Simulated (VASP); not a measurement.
# CdTe: single point with BLYP

CdTe:

```
Te Cd
1.0
     0.00000    3.24718    3.24718
     3.24718    0.00000    3.24718
     3.24718    3.24718    0.00000
Te Cd
1 1
Direct
  0.75000 0.75000 0.75000
  0.00000 0.00000 0.00000
```

```
Program             : VASP 6.6.1
Task                : single point
Functional          : BLYP
Potentials or basis : VASP PAW PBE potentials, release 64 (Te, Cd)
Cutoff              : 520 eV
k mesh              : 7 × 7 × 7
Occupations         : fermi-dirac, width 0.05 eV
Spin                : no spin polarisation
```

```json
{"Pressure": "5.0 GPa", "Band gap on the k mesh": "0.69 eV"}
```

Levels at points of the mesh, in eV from the valence-band top:
| k point | band 7 | band 8 | band 9 | band 10 | band 11 | band 12 |
| --- | --- | --- | --- | --- | --- | --- |
| (0.00, 0.00, 0.00) | 0.00 | 0.00 | 0.00 | 0.69 | 4.62 | 4.62 |

It took 58 s on 1 thread of AMD EPYC 7R43 64-Core Processor (Zen 3), on a shared host, peak memory 0.18 GiB.

Caveat: the cell stands under pressure; the PAW data sets were made with another functional, which shifts forces and pressure a little; spin-orbit coupling is left out, which moves the levels of the heavy elements. BLYP gaps usually lie below the measured ones, often by a third to a half.
